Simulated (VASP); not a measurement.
Runs of VASP 6.6.1 on TiO. The structure is that of space group P-6m2 (No. 187), or close to it. The cells are those of the table. 

```tsv
task	cell	k mesh	cutoff (eV)	gap on the mesh (eV)	pressure (GPa)
single point	a = 3.031, b = 3.031, c = 3.238 Å, angles 90.0, 90.0, 120.0°, 2 atoms	12 × 12 × 12	520	0.17	-39.2
single point	a = 2.803, b = 2.803, c = 2.818 Å, angles 90.0, 90.0, 120.0°, 2 atoms	12 × 12 × 12	520	none	1.9
single point	a = 3.031, b = 3.031, c = 3.238 Å, angles 90.0, 90.0, 120.0°, 2 atoms	12 × 12 × 8, shifted	520	0.37	-39.2
single point	a = 3.031, b = 3.031, c = 3.238 Å, angles 90.0, 90.0, 120.0°, 2 atoms	6 × 6 × 6	520	0.17	-39.2
single point	a = 3.031, b = 3.031, c = 3.238 Å, angles 90.0, 90.0, 120.0°, 2 atoms	18 × 18 × 14	520	0.17	-39.2
single point	a = 2.803, b = 2.803, c = 2.819 Å, angles 90.0, 90.0, 120.0°, 2 atoms	12 × 12 × 12	520	none	1.8
single point	a = 3.031, b = 3.031, c = 3.238 Å, angles 90.0, 90.0, 120.0°, 2 atoms	6 × 6 × 4	520	0.17	-39.2
relaxation of cell and atoms	relaxed from a = 3.031, b = 3.031, c = 3.238 Å, angles 90.0, 90.0, 120.0°, 2 atoms	12 × 12 × 12	600	none	0.0
single point	a = 3.031, b = 3.031, c = 3.238 Å, angles 90.0, 90.0, 120.0°, 2 atoms	12 × 12 × 8	520	0.17	-39.2
single point	a = 3.031, b = 3.031, c = 3.238 Å, angles 90.0, 90.0, 120.0°, 2 atoms	3 × 3 × 2	520	0.18	(a)
single point	a = 3.031, b = 3.031, c = 3.238 Å, angles 90.0, 90.0, 120.0°, 2 atoms	3 × 3 × 4	520	0.18	(b)
single point	a = 3.031, b = 3.031, c = 3.238 Å, angles 90.0, 90.0, 120.0°, 2 atoms	1 × 1 × 1	520	-	-10.6
```

Alike in all rows: level r2SCAN; potentials or basis VASP PAW PBE potentials, release 64 (Ti_sv, O); no spin polarisation; smearing gaussian 0.01 eV.

Question: Estimate the missing entries.

Answer: (a) -38.8; (b) -39.0.

Caveats: some runs use coarse meshes; the PAW data sets were made with another functional, which shifts forces and pressure a little; the cell stands under tension (at least some runs); semilocal functionals often make such compounds metallic where correlation or magnetic order opens a gap, which also shifts bond lengths (at least some runs); an odd mesh through Γ misses points on the zone boundary, where band edges can lie (at least some runs); a shifted mesh leaves out Γ, where band edges can lie (at least some runs).

A gap of «none» marks levels without a gap at the run's occupations.
